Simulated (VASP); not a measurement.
# Ir4O in VASP: single point with LDA

Aim: the single point of Ir4O with LDA.

Everything below comes from runs of VASP 6.6.1. Logs are shortened: lines on timing, memory, paths and dates and some standing lists are left out, and cuts for length are marked.

## 1. The cell of the first run

The cell holds a slab with vacuum, 5 atoms: a = 2.718 Å, b = 2.718 Å, c = 24.766 Å, α = 90.00°, β = 90.00°, γ = 90.00°.

## 2. Single point, LDA

The input, INCAR:

```
SYSTEM = Ir4O
  PREC = Accurate
  ENCUT = 520
  EDIFF = 1E-6
  ISMEAR = 0
  SIGMA = 0.1
  LREAL = .FALSE.
  LASPH = .TRUE.
  NELM = 120
  ALGO = Normal
  ISIF = 2
  LWAVE = .FALSE.
  LCHARG = .FALSE.
  LDIPOL = .TRUE.
  IDIPOL = 3
  DIPOL = 0.5 0.5 0.494
  GGA = CA
  NBANDS = 45
  GGA_COMPAT = .FALSE.
  NELMDL = -8
```

The input, KPOINTS:

```
Automatic mesh
0
G
  11 11 1
  0 0 0
```

The input, POSCAR:

```
Ir4O
1.0
    2.7182807111      0.0000000000      0.0000000000
    0.0000000000      2.7182807111      0.0000000000
    0.0000000000      0.0000000000     24.7663441720
Ir O
4 1
Direct
    0.5000000000      0.5000000000      0.3432076991
    0.0000000000      0.0000000000      0.4208176488
    0.5000000000      0.5000000000      0.4986072769
    0.0000000000      0.0000000000      0.5769583437
    0.0000000000      0.5000000000      0.6316139935
```

Potentials or basis: VASP PAW LDA potentials, release 64 (Ir_sv_GW, O).

Command:

```console
cat potpaw_LDA.64/Ir_sv_GW/POTCAR potpaw_LDA.64/O/POTCAR > POTCAR
mpirun -np 1 vasp_std > vasp.out
```

OUTCAR:

```text
SYSTEM = Ir4O
   PREC = Accurate
   ENCUT = 520
   EDIFF = 1E-6
   ISMEAR = 0
   LREAL = .FALSE.
   LASPH = .TRUE.
   NELM = 120
   ISIF = 2
   GGA = CA
   NELMDL = -8

 ion  position               nearest neighbor table
   1  0.500  0.500  0.343-   2 2.72   2 2.72   2 2.72   2 2.72
   2  0.000  0.000  0.421-   1 2.72   1 2.72   1 2.72   1 2.72   3 2.72   3 2.72   3 2.72   3 2.72

   3  0.500  0.500  0.499-   2 2.72   2 2.72   2 2.72   2 2.72   4 2.73   4 2.73   4 2.73   4 2.73

   4  0.000  0.000  0.577-   5 1.92   5 1.92   3 2.73   3 2.73   3 2.73   3 2.73
   5  0.000  0.500  0.632-   4 1.92   4 1.92

  LATTYP: Found a simple tetragonal cell.
 ALAT       =     2.7182807111
 C/A-ratio  =     9.1110325990

  Lattice vectors:

 A1 = (   2.7182807111,   0.0000000000,   0.0000000000)
 A2 = (   0.0000000000,   2.7182807111,   0.0000000000)
 A3 = (   0.0000000000,   0.0000000000,  24.7663441720)

Analysis of symmetry for initial positions (statically):
=====================================================================
 Subroutine PRICEL returns:
 Original cell was already a primitive cell.

 Routine SETGRP: Setting up the symmetry group for a
 simple tetragonal supercell.

 Subroutine GETGRP returns: Found  4 space group operations
 (whereof  4 operations were pure point group operations)
 out of a pool of 16 trial point group operations.

The static configuration has the point symmetry C_2v.

Analysis of symmetry for dynamics (positions and initial velocities):
=====================================================================
 Subroutine PRICEL returns:
 Original cell was already a primitive cell.

 Routine SETGRP: Setting up the symmetry group for a
 simple tetragonal supercell.

 Subroutine GETGRP returns: Found  4 space group operations
 (whereof  4 operations were pure point group operations)
 out of a pool of 16 trial point group operations.

The dynamic configuration has the point symmetry C_2v.

 Subroutine INISYM returns: Found  4 space group operations
 (whereof  4 operations are pure point group operations),
 and found     1 'primitive' translations

----------------------------------------------------------------------------------------

                                     Primitive cell

  volume of cell :     182.9998

  direct lattice vectors                    reciprocal lattice vectors
     2.718280711  0.000000000  0.000000000     0.367879592  0.000000000  0.000000000
     0.000000000  2.718280711  0.000000000     0.000000000  0.367879592  0.000000000
     0.000000000  0.000000000 24.766344172     0.000000000  0.000000000  0.040377376

  length of vectors
     2.718280711  2.718280711 24.766344172     0.367879592  0.367879592  0.040377376

  position of ions in fractional coordinates (direct lattice)
     0.500000000  0.500000000  0.343207699
     0.000000000  0.000000000  0.420817649
     0.500000000  0.500000000  0.498607277
     0.000000000  0.000000000  0.576958344
     0.000000000  0.500000000  0.631613993

  ion indices of the primitive-cell ions
   primitive index   ion index
                 1           1
                 2           2
                 3           3
                 4           4
                 5           5

----------------------------------------------------------------------------------------

 KPOINTS: Automatic mesh

Automatic generation of k-mesh.
 Grid dimensions read from file:
 generate k-points for:   11   11    1

 Generating k-lattice:

  Cartesian coordinates                     Fractional coordinates (reciprocal lattice)
     0.033443599  0.000000000  0.000000000     0.090909091  0.000000000  0.000000000
     0.000000000  0.033443599  0.000000000     0.000000000  0.090909091  0.000000000
     0.000000000  0.000000000  0.040377376     0.000000000  0.000000000  1.000000000

  Length of vectors
     0.033443599  0.033443599  0.040377376

  Shift w.r.t. Gamma in fractional coordinates (k-lattice)
     0.000000000  0.000000000  0.000000000

 Subroutine IBZKPT returns following result:
 ===========================================

 Found     36 irreducible k-points:

 Following reciprocal coordinates:
            Coordinates               Weight
  0.000000  0.000000  0.000000      1.000000
  0.090909  0.000000  0.000000      2.000000
  0.000000  0.090909  0.000000      2.000000
  0.181818  0.000000  0.000000      2.000000
  0.000000  0.181818  0.000000      2.000000
  0.272727  0.000000  0.000000      2.000000
[... 16 lines left out ...]
 -0.181818  0.272727  0.000000      4.000000
  0.363636  0.181818  0.000000      4.000000
 [... further k-points ...]
   k-points           NKPTS =     36   k-points in BZ     NKDIM =     36   number of bands    NBANDS=     45
   number of dos      NEDOS =    301   number of ions     NIONS =      5
   total plane-waves  NPLWV =  76800
   dimension x,y,z NGX =    20 NGY =   20 NGZ =  192
   dimension x,y,z NGXF=    40 NGYF=   40 NGZF=  384
   ions per type =               4   1
   NGX,Y,Z   is equivalent  to a cutoff of  12.23, 12.23, 12.89 a.u.
   NGXF,Y,Z  is equivalent  to a cutoff of  24.46, 24.46, 25.78 a.u.
 SYSTEM =  Ir4O
   PREC   = accura    normal or accurate (medium, high low for compatibility)
   ISTART =      0    job   : 0-new  1-cont  2-samecut
   ICHARG =      2    charge: 1-file 2-atom 10-const
   ISPIN  =      1    spin polarized calculation?
   LNONCOLLINEAR =      F non collinear calculations
   LSORBIT =      F    spin-orbit coupling
   LASPH  =      T    aspherical Exc in radial PAW
   ENCUT  =  520.0 eV  38.22 Ry    6.18 a.u.   5.05  5.05 46.05*2*pi/ulx,y,z
   NELM   =    120;   NELMIN=  2; NELMDL= -8     # of ELM steps
   EDIFF  = 0.1E-05   stopping-criterion for ELM
   LREAL  =      F    real-space projection
   EDIFFG = 0.1E-04   stopping-criterion for IOM
   NSW    =      0    number of steps for IOM
   IBRION =     -1    ionic relax: 0-MD 1-quasi-New 2-CG
   NFREE  =      0    steps in history (QN), initial steepest desc. (CG)
   ISIF   =      2    stress and relaxation
   ISYM   =      2    0-nonsym 1-usesym 2-fastsym
   POTIM  = 0.5000    time-step for ionic-motion
   TEBEG  =    0.0;   TEEND  =   0.0 temperature during run
   PSTRESS=    0.0 pullay stress
   NELECT =      74.0000    total number of electrons
   NUPDOWN=      -1.0000    fix difference up-down
   EMIN   =  10.00;   EMAX   =-10.00  energy-range for DOS
   EFERMI =   0.00;   METHOD = LEGACY
   ISMEAR =     0;   SIGMA  =   0.10  broadening in eV -4-tet -1-fermi 0-gaus
   EFERMI_NEDOS =   21; number of points for ismear=-14 and -15
   IALGO  =     38    algorithm
   IMIX   =      4    mixing-type and parameters
     AMIX     =   0.40;   BMIX     =  1.00
     AMIX_MAG =   1.60;   BMIX_MAG =  1.00
  volume/ion in A,a.u.               =      36.60       246.99
  Fermi-wavevector in a.u.,A,eV,Ry     =   1.210603  2.287709 19.940163  1.465561
  Thomas-Fermi vector in A             =   2.346145
   LORBIT       =      0    0 simple, 1 ext, 2 COOP (PROOUT), +10 PAW based schemes
   GGA     = CA    functional components
   LHFCALC =     F    Hartree Fock is set to
   AEXX    =    0.0000 exact exchange contribution
   IVDW    =     0    specifies the selected vdW correction
   LEPSILON=     F    determine dielectric tensor
   LRPA    =     F    only Hartree local field effects (RPA)
 non-spin polarized calculation
 Gauss-broadening in eV      SIGMA  =   0.10
  energy-cutoff  :      520.00
  volume of cell :      183.00
 maximum number of plane-waves:      4964
   NGX = 11   NGY = 11   NGZ = 93

 dipolmoment           0.000000      0.000000     -0.669136 electrons x Angstroem

 number of electron      73.9999992 magnetization

 dipolmoment           0.000000      0.000000      0.068753 electrons x Angstroem

 Free energy of the ion-electron system (eV)
  ---------------------------------------------------
  ext. energy  EPLUGINS =         0.00000000
  ---------------------------------------------------
  free energy    TOTEN  =       -47.71777930 eV

  energy without entropy =      -47.69332853  energy(sigma->0) =      -47.70555391

 E-fermi :  -0.3898     XC(G=0):  -5.8427

 val. band max:       -0.3975162038   @ k =  -0.0909   0.1818   0.0000
 cond. band min:      -0.3877747425   @ k =  -0.3636   0.4545   0.0000
 fundamental gap:      0.0097414613
 Fermi energy:        -0.3898097072

 k-point     1 :       0.0000    0.0000    0.0000
  band No.  band energies     occupation
      1     -93.3108      2.00000
      2     -92.8803      2.00000
      3     -92.8153      2.00000
      4     -92.0864      2.00000
      5     -50.5951      2.00000
      6     -50.3229      2.00000
[... 37 lines left out ...]
     44       2.0610      0.00000
     45       5.3484      0.00000

 k-point     2 :       0.0909    0.0000    0.0000
  band No.  band energies     occupation
      1     -93.3090      2.00000
      2     -92.8779      2.00000
      3     -92.8140      2.00000
      4     -92.0847      2.00000
      5     -50.5898      2.00000
      6     -50.3195      2.00000
[... 37 lines left out ...]
     44       2.0886      0.00000
     45       5.5349      0.00000

 k-point     3 :       0.0000    0.0909    0.0000
  band No.  band energies     occupation
      1     -93.3088      2.00000
      2     -92.8779      2.00000
      3     -92.8140      2.00000
      4     -92.0847      2.00000
      5     -50.5881      2.00000
      6     -50.3651      2.00000
[... 997 lines left out ...]
     44       5.5296      0.00000
     45       7.2962      0.00000

 k-point    24 :       0.3636    0.1818    0.0000
  band No.  band energies     occupation
      1     -93.2862      2.00000
      2     -92.8488      2.00000
      3     -92.7985      2.00000
      4     -92.0629      2.00000
      5     -50.5289      2.00000
      6     -50.4327      2.00000
[... 37 lines left out ...]
     44       6.0407      0.00000
     45       6.2690      0.00000

 [... further k-points ...]

------------------------ aborting loop because EDIFF is reached ----------------------------------------

 vacuum level on the upper side and lower side of the slab       (xc-potential included)         0.652        -0.971

  FORCE on cell =-STRESS in cart. coord.  units (eV):
  Direction    XX          YY          ZZ          XY          YZ          ZX
  --------------------------------------------------------------------------------------
  -------------------------------------------------------------------------------------
  Total       -6.2559824     -7.1926915     -5.9171368      0.0000000      0.0000000      0.0000000
  in kB      -54.7716202    -62.9725830    -51.8050008      0.0000000      0.0000000      0.0000000
  external PRESSURE =     -56.5164013 kB  Pullay stress =       0.0000000 kB

 VOLUME and BASIS-vectors are now :
 -----------------------------------------------------------------------------
  energy-cutoff  :      520.00
  volume of cell :      183.00
      direct lattice vectors                 reciprocal lattice vectors
     2.718280711  0.000000000  0.000000000     0.367879592  0.000000000  0.000000000
     0.000000000  2.718280711  0.000000000     0.000000000  0.367879592  0.000000000
     0.000000000  0.000000000 24.766344172     0.000000000  0.000000000  0.040377376

 POSITION                                       TOTAL-FORCE (eV/Angst)
 -----------------------------------------------------------------------------------
      1.35914      1.35914      8.50000         0.000000      0.000000      1.557824
      0.00000      0.00000     10.42211         0.000000      0.000000     -1.159429
      1.35914      1.35914     12.34868         0.000000      0.000000     -0.025877
      0.00000      0.00000     14.28915         0.000000      0.000000     -0.057975
      0.00000      1.35914     15.64277         0.000000      0.000000     -0.314543
 -----------------------------------------------------------------------------------
    total drift:                                0.000000     -0.000000      0.000458

  FREE ENERGIE OF THE ION-ELECTRON SYSTEM (eV)
  ---------------------------------------------------
  free  energy   TOTEN  =       -47.7177792951 eV

  energy  without entropy=      -47.6933285258  energy(sigma->0) =      -47.70555391

 vacuum level on the upper side and lower side of the slab         7.068         5.398
```

Run time: 15 min. Hardware: 1 thread of Intel Xeon Platinum 8488C (Sapphire Rapids), shared host; peak memory 0.37 GiB.

Results:

| Property | Result |
| --- | --- |
| Free energy | -47.7178 eV |
| Largest force | 1.558 eV/Å |
| Band gap on the k mesh | zero (bands 37 and 38 overlap by 1.92 eV) |

Forces in eV/Å, atoms in the order of the input:
```
Ir   0.000  0.000  1.558
Ir   0.000  0.000 -1.159
Ir   0.000  0.000 -0.026
Ir   0.000  0.000 -0.058
O    0.000  0.000 -0.315
```

Caveat: spin-orbit coupling is left out, which moves the levels of the heavy elements.
